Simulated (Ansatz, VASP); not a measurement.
## One calculation of GaN, two programs

```
Ga N
1.0
     3.08765    0.00000    0.00000
    -1.54383    2.67399    0.00000
     0.00000    0.00000    5.25840
Ga N
2 2
Cartesian
  0.0000 1.7827 0.0160
  1.5438 0.8913 2.6452
  0.0000 1.7827 1.9559
  1.5438 0.8913 4.5851
```

Change from the starting cell: epitaxial_xy strain -3.0%.

Alike in both runs: task single point; functional r2SCAN; k mesh 12 × 12 × 6; no spin polarisation.

```csv
,VASP,Ansatz
version,VASP 6.6.1,Ansatz 0.2.0
potentials or method,"VASP PAW PBE potentials, release 64 (Ga_d, N)","plane waves, PAW"
plane-wave cutoff (eV),520,500
occupations,"gaussian, width 0.01 eV",fixed
valence electrons in the cell,36,36
```

```tsv
	VASP	Ansatz	Ansatz less VASP
gap on the k mesh at the Fermi level (eV)	2.42	2.43	+0.011
pressure (GPa)	11.2	10.0	-1.19
traceless stress, the component that is largest in VASP (GPa)	-10.10	-10.04	+0.063
rms of the force components (eV/Å)	0.010	0.000	-0.0093
```

VASP's potentials were made for PBE, not for r2SCAN. Atom by atom the forces differ by 0.009 eV/Å (rms over components).
